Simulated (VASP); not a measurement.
BAs, 2 atoms in the cell. It takes space group F-43m (No. 216, cubic). Conventional cell: a = 4.840 Å, b = 4.840 Å, c = 4.840 Å, α = 90.00°, β = 90.00°, γ = 90.00°. B (site symmetry -43m) has 4 As at 2.10 Å within 2.8 Å. As (site symmetry -43m) has 4 B at 2.10 Å within 2.8 Å.  This cell differs from its parent crystal: volume scaled by 1.04.

```yaml
Program: VASP 6.6.1
Task: relaxation of the atoms
Functional: PBE
Potentials_or_basis: VASP PAW PBE potentials, release 64 (B, As)
Cutoff: 520 eV
k_mesh: 16 × 16 × 16
Occupations: fermi-dirac, width 0.02 eV
Spin: no spin polarisation
Dipole_correction: no
Further_INCAR_settings: ALGO = Normal; EDIFF = 1e-06; IBRION = 2; EDIFFG = -0.02; NSW = 80
```

Potentials or basis: VASP PAW PBE potentials, release 64 (B, As).

Launch:

```console
$ cat potpaw_PBE.64/B/POTCAR potpaw_PBE.64/As/POTCAR > POTCAR
$ mpirun -np 1 vasp_std > vasp.out
```

Hardware: 1 thread of Intel Xeon 6975P-C, on a shared host.

Q: Estimate the wall time of this run.

A: Run time: 29 s on 1 thread of Intel Xeon 6975P-C, on a shared host, peak memory 0.18 GiB. Counts: scf iterations 12, k points 145, ion steps 1.
